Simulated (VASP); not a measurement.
# BAs (I-4m2) in VASP: notebook

BAs is run at these levels: PBE; tasks: single point.

Everything below comes from runs of VASP 6.6.1. Logs are shortened: lines on timing, memory, paths and dates and some standing lists are left out, and cuts for length are marked.

### Step 1. The cell of the first run

The structure is tetragonal, space group I-4m2 (No. 119). The conventional cell has a = 3.400 Å, b = 3.400 Å, c = 4.713 Å, α = 90.00°, β = 90.00°, γ = 90.00°. B (site symmetry -4m2) has 4 As at 2.07 Å within 2.7 Å. Within 2.7 Å of As (site symmetry -4m2) lie 4 B at 2.07 Å.

### Step 2. Single point, PBE (strain -0.0200 x Voigt [0, 1, 0, 0, 0, 0])

Contents of INCAR:

```
SYSTEM = BAs
  ALGO = Normal
  EDIFF = 1E-6
  ENCUT = 520
  GGA = PE
  ISIF = 2
  ISMEAR = 0
  LASPH = .TRUE.
  LCHARG = .FALSE.
  LREAL = .FALSE.
  LWAVE = .FALSE.
  NBANDS = 11
  NELM = 100
  PREC = Accurate
  SIGMA = 0.05
```

Contents of KPOINTS:

```
k-points
0
G
  10 10 10
  0 0 0
```

Contents of POSCAR:

```
BAs
1.0
    0.0000000000      2.3563229379      2.4044111611
    2.4044111611      0.0000000000      2.4044111611
    2.4044111611      2.3563229379      0.0000000000
B As
1 1
Direct
    0.0000000000      0.0000000000      0.0000000000
    0.7500000000      0.7500000000      0.7500000000
```

Potentials or basis: VASP PAW PBE potentials, release 64 (B, As).

Run with:

```
$ cat potpaw_PBE.64/B/POTCAR potpaw_PBE.64/As/POTCAR > POTCAR
$ mpirun -np 1 vasp_std > vasp.out
```

OUTCAR:

```text
SYSTEM = BAs
   EDIFF = 1E-6
   ENCUT = 520
   GGA = PE
   ISIF = 2
   ISMEAR = 0
   LASPH = .TRUE.
   LREAL = .FALSE.
   NELM = 100
   PREC = Accurate

 ion  position               nearest neighbor table
   1  0.000  0.000  0.000-   2 2.07   2 2.07   2 2.07   2 2.07
   2  0.750  0.750  0.750-   1 2.07   1 2.07   1 2.07   1 2.07

  LATTYP: Found a body centered tetragonal cell.
 ALAT       =     3.4003508735
 C/A-ratio  =     1.3859292911

  Lattice vectors:

 A1 = (   0.0000000000,  -2.3563229379,   2.4044111611)
 A2 = (   0.0000000000,  -2.3563229379,  -2.4044111611)
 A3 = (   2.4044111611,   2.3563229379,   0.0000000000)

Analysis of symmetry for initial positions (statically):
=====================================================================
 Subroutine PRICEL returns:
 Original cell was already a primitive cell.

 Routine SETGRP: Setting up the symmetry group for a
 body centered tetragonal supercell.

 Subroutine GETGRP returns: Found  8 space group operations
 (whereof  8 operations were pure point group operations)
 out of a pool of 16 trial point group operations.

The static configuration has the point symmetry D_2d.

Analysis of symmetry for dynamics (positions and initial velocities):
=====================================================================
 Subroutine PRICEL returns:
 Original cell was already a primitive cell.

 Routine SETGRP: Setting up the symmetry group for a
 body centered tetragonal supercell.

 Subroutine GETGRP returns: Found  8 space group operations
 (whereof  8 operations were pure point group operations)
 out of a pool of 16 trial point group operations.

The dynamic configuration has the point symmetry D_2d.

 Subroutine INISYM returns: Found  8 space group operations
 (whereof  8 operations are pure point group operations),
 and found     1 'primitive' translations

----------------------------------------------------------------------------------------

                                     Primitive cell

  volume of cell :      27.2447

  direct lattice vectors                    reciprocal lattice vectors
     0.000000000  2.356322938  2.404411161    -0.207951123  0.212195023  0.207951123
     2.404411161  0.000000000  2.404411161     0.207951123 -0.212195023  0.207951123
     2.404411161  2.356322938  0.000000000     0.207951123  0.212195023 -0.207951123

  length of vectors
     3.366519095  3.400350874  3.366519095     0.362648682  0.362648682  0.362648682

  position of ions in fractional coordinates (direct lattice)
     0.000000000  0.000000000  0.000000000
     0.750000000  0.750000000  0.750000000

  ion indices of the primitive-cell ions
   primitive index   ion index
                 1           1
                 2           2

----------------------------------------------------------------------------------------

 KPOINTS: k-points

Automatic generation of k-mesh.
 Grid dimensions read from file:
 generate k-points for:   10   10   10

 Generating k-lattice:

  Cartesian coordinates                     Fractional coordinates (reciprocal lattice)
    -0.020795112  0.021219502  0.020795112     0.100000000  0.000000000  0.000000000
     0.020795112 -0.021219502  0.020795112     0.000000000  0.100000000  0.000000000
     0.020795112  0.021219502 -0.020795112     0.000000000  0.000000000  0.100000000

  Length of vectors
     0.036264868  0.036264868  0.036264868

  Shift w.r.t. Gamma in fractional coordinates (k-lattice)
     0.000000000  0.000000000  0.000000000

 Subroutine IBZKPT returns following result:
 ===========================================

 Found    102 irreducible k-points:

 Following reciprocal coordinates:
            Coordinates               Weight
  0.000000  0.000000  0.000000      1.000000
  0.100000  0.000000 -0.000000      8.000000
  0.200000  0.000000 -0.000000      8.000000
  0.300000  0.000000  0.000000      8.000000
  0.400000  0.000000 -0.000000      8.000000
  0.500000  0.000000  0.000000      4.000000
[... 16 lines left out ...]
  0.300000  0.300000  0.000000      4.000000
  0.400000  0.300000 -0.000000     16.000000
 [... further k-points ...]
   k-points           NKPTS =    102   k-points in BZ     NKDIM =    102   number of bands    NBANDS=     11
   number of dos      NEDOS =    301   number of ions     NIONS =      2
   total plane-waves  NPLWV =  21952
   dimension x,y,z NGX =    28 NGY =   28 NGZ =   28
   dimension x,y,z NGXF=    56 NGYF=   56 NGZF=   56
   ions per type =               1   1
   NGX,Y,Z   is equivalent  to a cutoff of  13.83, 13.69, 13.83 a.u.
   NGXF,Y,Z  is equivalent  to a cutoff of  27.65, 27.38, 27.65 a.u.
 SYSTEM =  BAs
   PREC   = accura    normal or accurate (medium, high low for compatibility)
   ISTART =      0    job   : 0-new  1-cont  2-samecut
   ICHARG =      2    charge: 1-file 2-atom 10-const
   ISPIN  =      1    spin polarized calculation?
   LNONCOLLINEAR =      F non collinear calculations
   LSORBIT =      F    spin-orbit coupling
   LASPH  =      T    aspherical Exc in radial PAW
   ENCUT  =  520.0 eV  38.22 Ry    6.18 a.u.   6.26  6.32  6.26*2*pi/ulx,y,z
   NELM   =    100;   NELMIN=  2; NELMDL= -5     # of ELM steps
   EDIFF  = 0.1E-05   stopping-criterion for ELM
   LREAL  =      F    real-space projection
   EDIFFG = 0.1E-04   stopping-criterion for IOM
   NSW    =      0    number of steps for IOM
   IBRION =     -1    ionic relax: 0-MD 1-quasi-New 2-CG
   NFREE  =      0    steps in history (QN), initial steepest desc. (CG)
   ISIF   =      2    stress and relaxation
   ISYM   =      2    0-nonsym 1-usesym 2-fastsym
   POTIM  = 0.5000    time-step for ionic-motion
   TEBEG  =    0.0;   TEEND  =   0.0 temperature during run
   PSTRESS=    0.0 pullay stress
   NELECT =       8.0000    total number of electrons
   NUPDOWN=      -1.0000    fix difference up-down
   EMIN   =  10.00;   EMAX   =-10.00  energy-range for DOS
   EFERMI =   0.00;   METHOD = LEGACY
   ISMEAR =     0;   SIGMA  =   0.05  broadening in eV -4-tet -1-fermi 0-gaus
   EFERMI_NEDOS =   21; number of points for ismear=-14 and -15
   IALGO  =     38    algorithm
   IMIX   =      4    mixing-type and parameters
     AMIX     =   0.40;   BMIX     =  1.00
     AMIX_MAG =   1.60;   BMIX_MAG =  1.00
  volume/ion in A,a.u.               =      13.62        91.93
  Fermi-wavevector in a.u.,A,eV,Ry     =   1.088122  2.056252 16.109413  1.184008
  Thomas-Fermi vector in A             =   2.224296
   LORBIT       =      0    0 simple, 1 ext, 2 COOP (PROOUT), +10 PAW based schemes
   GGA     = PE    functional components
   LHFCALC =     F    Hartree Fock is set to
   AEXX    =    0.0000 exact exchange contribution
   IVDW    =     0    specifies the selected vdW correction
   LEPSILON=     F    determine dielectric tensor
   LRPA    =     F    only Hartree local field effects (RPA)
 non-spin polarized calculation
 Gauss-broadening in eV      SIGMA  =   0.05
  energy-cutoff  :      520.00
  volume of cell :       27.24
 maximum number of plane-waves:       745
 NGX is ok and might be reduce to    28
   NGX = 13   NGY = 13   NGZ = 13

 number of electron       8.0000000 magnetization

 Free energy of the ion-electron system (eV)
  ---------------------------------------------------
  ext. energy  EPLUGINS =         0.00000000
  ---------------------------------------------------
  free energy    TOTEN  =       -11.40156136 eV

  energy without entropy =      -11.40156136  energy(sigma->0) =      -11.40156136

 E-fermi :   6.4604     XC(G=0): -10.5860

 val. band max:        6.2573869209   @ k =   0.0000   0.0000   0.0000
 cond. band min:       7.1302148154   @ k =   0.4000   0.0000   0.4000
 fundamental gap:      0.8728278945
 Fermi energy:         6.4604251195

 k-point     1 :       0.0000    0.0000    0.0000
  band No.  band energies     occupation
      1      -9.2739      2.00000
      2       6.0660      2.00000
      3       6.0660      2.00000
      4       6.2574      2.00000
      5       9.3218      0.00000
      6       9.4528      0.00000
      7       9.4528      0.00000
      8      10.8155      0.00000
      9      15.7157      0.00000
     10      18.8068      0.00000
     11      19.3336      0.00000

 k-point     2 :       0.1000    0.0000   -0.0000
  band No.  band energies     occupation
      1      -9.1096      2.00000
      2       4.7306      2.00000
      3       5.7591      2.00000
      4       5.9012      2.00000
      5       9.5257      0.00000
      6       9.7966      0.00000
      7       9.8433      0.00000
      8      11.6888      0.00000
      9      16.3604      0.00000
     10      17.8082      0.00000
     11      18.1875      0.00000

 k-point     3 :       0.2000    0.0000   -0.0000
  band No.  band energies     occupation
      1      -8.6250      2.00000
      2       2.3686      2.00000
      3       5.1698      2.00000
      4       5.3377      2.00000
      5       9.3251      0.00000
      6      10.5225      0.00000
      7      10.5311      0.00000
      8      13.3140      0.00000
      9      17.1759      0.00000
     10      17.2327      0.00000
     11      17.5404      0.00000

 k-point     4 :       0.3000    0.0000    0.0000
  band No.  band energies     occupation
      1      -7.8566      2.00000
      2       0.0769      2.00000
      3       4.6447      2.00000
      4       4.8457      2.00000
      5       9.0504      0.00000
      6      10.8821      0.00000
      7      10.9774      0.00000
      8      14.5808      0.00000
      9      17.3977      0.00000
     10      17.7304      0.00000
     11      17.8516      0.00000
[... 239 lines left out ...]
 k-point    22 :      -0.2000    0.2000    0.0000
  band No.  band energies     occupation
      1      -7.5837      2.00000
      2       0.6336      2.00000
      3       2.0110      2.00000
      4       4.8963      2.00000
      5      10.1310      0.00000
      6      11.2093      0.00000
      7      12.1074      0.00000
      8      13.1275      0.00000
      9      16.0658      0.00000
     10      18.7872      0.00000
     11      20.3339      0.00000

 k-point    23 :       0.3000    0.3000    0.0000
  band No.  band energies     occupation
      1      -7.3812      2.00000
      2       0.8494      2.00000
      3       2.9674      2.00000
      4       3.0231      2.00000
      5       7.6107      0.00000
      6       9.8121      0.00000
      7      14.3559      0.00000
      8      14.7990      0.00000
      9      17.0412      0.00000
     10      21.0518      0.00000
     11      21.3977      0.00000

 k-point    24 :       0.4000    0.3000   -0.0000
  band No.  band energies     occupation
      1      -6.6594      2.00000
      2      -0.3768      2.00000
      3       2.1817      2.00000
      4       2.7041      2.00000
      5       7.9132      0.00000
      6       9.5832      0.00000
      7      14.8131      0.00000
      8      15.3401      0.00000
      9      18.1080      0.00000
     10      21.7918      0.00000
     11      22.1411      0.00000

 [... further k-points ...]
[... 5 lines left out ...]
  --------------------------------------------------------------------------------------
  -------------------------------------------------------------------------------------
  Total        0.3597968      1.0462993      0.3597968      0.0000000     -0.0000000      0.0000000
  in kB       21.1585363     61.5296191     21.1585363      0.0000000     -0.0000000      0.0000000
  external PRESSURE =      34.6155639 kB  Pullay stress =       0.0000000 kB

 VOLUME and BASIS-vectors are now :
 -----------------------------------------------------------------------------
  energy-cutoff  :      520.00
  volume of cell :       27.24
      direct lattice vectors                 reciprocal lattice vectors
     0.000000000  2.356322938  2.404411161    -0.207951123  0.212195023  0.207951123
     2.404411161  0.000000000  2.404411161     0.207951123 -0.212195023  0.207951123
     2.404411161  2.356322938  0.000000000     0.207951123  0.212195023 -0.207951123

 POSITION                                       TOTAL-FORCE (eV/Angst)
 -----------------------------------------------------------------------------------
      0.00000      0.00000      0.00000         0.000000      0.000000      0.000000
      3.60662      3.53448      3.60662        -0.000000     -0.000000     -0.000000
 -----------------------------------------------------------------------------------
    total drift:                                0.000000      0.000000      0.000000

  FREE ENERGIE OF THE ION-ELECTRON SYSTEM (eV)
  ---------------------------------------------------
  free  energy   TOTEN  =       -11.4015613599 eV

  energy  without entropy=      -11.4015613599  energy(sigma->0) =      -11.40156136
```

Wall time 19 s (1 thread of Intel Xeon Platinum 8559C (Emerald Rapids), shared host); peak memory 0.18 GiB.

What came out:

```
Free energy            : -11.4016 eV
Pressure               : 3.5 GPa
Band gap on the k mesh : 0.87 eV, indirect (least direct gap 3.06 eV)
```

Levels at points of the mesh, in eV from the valence-band top:
```
           k point  band 1  band 2  band 3  band 4  band 5  band 6  band 7  band 8  band 9
(0.00, 0.00, 0.00)  -15.53   -0.19   -0.19    0.00    3.06    3.20    3.20    4.56    9.46
(0.50, 0.00, 0.00)  -12.66   -8.92   -2.07   -1.83    2.54    4.57    4.76    8.74   12.57
(0.50, 0.50, 0.00)  -11.39   -8.71   -4.16   -4.13    1.38    1.40   11.08   11.36   12.66
(0.50, 0.00, 0.50)  -11.23   -8.55   -4.34   -4.34    1.15    1.15   11.25   11.25   12.87
```

Caveat: the cell differs from its parent crystal (strain -0.0200 x Voigt [0, 1, 0, 0, 0, 0]).

### Step 3. Single point, PBE (strain -0.0300 x Voigt [0, 1, 0, 0, 0, 0])

Contents of INCAR:

```
PREC = Accurate
ENCUT = 520
EDIFF = 1E-7
ISMEAR = 0
SIGMA = 0.05
LREAL = False
LASPH = True
NELM = 60
ALGO = Normal
ISIF = 2
LWAVE = False
LCHARG = True
GGA = PE
LELF = True
LVHAR = True
NBANDS = 11
```

Contents of KPOINTS:

```
regular mesh
0
Gamma
  10 10 10
```

Contents of POSCAR:

```
BAs
1.0
    0.0000000000      2.3322788263      2.4044111611
    2.4044111611      0.0000000000      2.4044111611
    2.4044111611      2.3322788263      0.0000000000
B As
1 1
Direct
    0.0000000000      0.0000000000      0.0000000000
    0.7500000000      0.7500000000      0.7500000000
```

Potentials or basis: VASP PAW PBE potentials, release 64 (B, As).

Run with:

```
$ cat potpaw_PBE.64/B/POTCAR potpaw_PBE.64/As/POTCAR > POTCAR
$ mpirun -np 1 vasp_std > vasp.out
```

It took 21 s on 1 thread of Intel Xeon Platinum 8559C (Emerald Rapids), shared host; peak memory 0.18 GiB.

The run converged. Its results:

```yaml
Free_energy: -11.3883 eV
Pressure: 5.0 GPa
Band_gap_on_the_k_mesh: 0.71 eV, indirect (least direct gap 2.97 eV)
```

Stress tensor (GPa, compression positive):
```
2.98 0.00 0.00
0.00 9.02 0.00
0.00 0.00 2.98
```

Levels at points of the mesh, in eV from the valence-band top:
```tsv
k point	band 1	band 2	band 3	band 4	band 5	band 6	band 7	band 8
(0.00, 0.00, 0.00)	-15.69	-0.29	-0.29	0.00	2.97	3.17	3.17	4.62
(0.50, 0.00, 0.00)	-12.78	-9.06	-2.21	-1.85	2.51	4.47	4.79	8.71
(0.50, 0.50, 0.00)	-11.53	-8.86	-4.24	-4.19	1.34	1.37	11.01	11.45
(0.50, 0.00, 0.50)	-11.28	-8.61	-4.51	-4.51	0.99	0.99	11.29	11.29
```

Caveat: the cell differs from its parent crystal (strain -0.0300 x Voigt [0, 1, 0, 0, 0, 0]). A k mesh can miss the band edges.

(Continued in part 2 of 2.)
